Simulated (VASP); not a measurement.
A run of VASP 6.6.1:

File POSCAR:

```
AlNi
1.0
    2.8599321482      0.0000000000      0.0000000000
    0.0000000000      2.8599321482      0.0000000000
    0.0000000000      0.0000000000      2.9274176498
Al Ni
1 1
Direct
    0.0000000000      0.0000000000      0.0000000000
    0.5000000000      0.5000000000      0.5000000000
```

INCAR.step1

```
SYSTEM = AlNi
ALGO = Normal
EDIFF = 1E-4
ENCUT = 520
GGA = PE
ISMEAR = 0
LASPH = .TRUE.
LCHARG = .FALSE.
LREAL = .FALSE.
LWAVE = .TRUE.
NBANDS = 14
NELM = 80
PREC = Accurate
SIGMA = 0.1
```

Contents of INCAR.step2:

```
SYSTEM = AlNi
ALGO = Normal
EDIFF = 1E-6
ENCUT = 520
ISIF = 2
ISMEAR = 0
ISTART = 1
LASPH = .TRUE.
LCHARG = .TRUE.
LELF = .TRUE.
LMIXTAU = .TRUE.
LREAL = .FALSE.
LVHAR = .TRUE.
LWAVE = .FALSE.
METAGGA = R2SCAN
NBANDS = 14
NELM = 80
PREC = Accurate
SIGMA = 0.1
```

Contents of KPOINTS:

```
k-points
0
G
  18 18 18
  0 0 0
```

Potentials or basis: VASP PAW PBE potentials, release 64 (Al, Ni).

The run is started by

```bash
$ cat potpaw_PBE.64/Al/POTCAR potpaw_PBE.64/Ni/POTCAR > POTCAR
$ cp INCAR.step1 INCAR
$ mpirun -np 1 vasp_std > vasp.out
$ cp INCAR.step2 INCAR
$ mpirun -np 1 vasp_std > vasp.out
```

Hardware: 1 thread of Intel Xeon 8259CL, with other jobs on the host.

Task: Estimate the wall time of this run.

Result: Run time: 9.6 min on 1 thread of Intel Xeon 8259CL (shared host), peak memory 0.31 GiB. Counts: k points 550.
